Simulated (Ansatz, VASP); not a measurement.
Ga3As3N2 in VASP and in Ansatz

```
Ga As N
1.0
     4.01370    0.00000    0.00000
     0.00000    5.67623    0.00000
     0.00000    0.00000   22.88527
Ga As N
3 3 2
Direct
  0.50000 0.50000 0.17478
  0.00000 0.06538 0.27327
  0.50000 0.48946 0.32920
  0.00000 0.25000 0.17478
  0.50000 0.81022 0.25542
  0.00000 0.28876 0.36640
  0.50000 0.03876 0.49312
  0.50000 0.03876 0.54119
```

Alike in both runs: task single point; functional PBE; dispersion D3(BJ); k mesh 7 × 5 × 1; occupations gaussian, width 0.05 eV; no spin polarisation.

```csv
,VASP,Ansatz
version,VASP 6.6.1,Ansatz 0.2.0
potentials or method,"VASP PAW PBE potentials, release 64 (Ga_d, As, N), cutoff 520 eV","scalar-relativistic, plane waves, PAW"
valence electrons in the cell,64,94
```

```tsv
	VASP	Ansatz	Ansatz less VASP
gap on the k mesh at the Fermi level (eV)	0.40	0.41	+0.008
least direct gap on the mesh (eV)	0.77	0.77	+0.003
rms of the force components (eV/Å)	0.698	0.332	-0.3662
```

One of these differences is far larger than is usual between the two programs; its cause wasn't traced. VASP's potentials hold 64 valence electrons a cell and Ansatz's 94, so a difference there can come from the potentials and not from the codes.

Noted on VASP's run: the standard files for N, O and F lose accuracy on very short bonds.
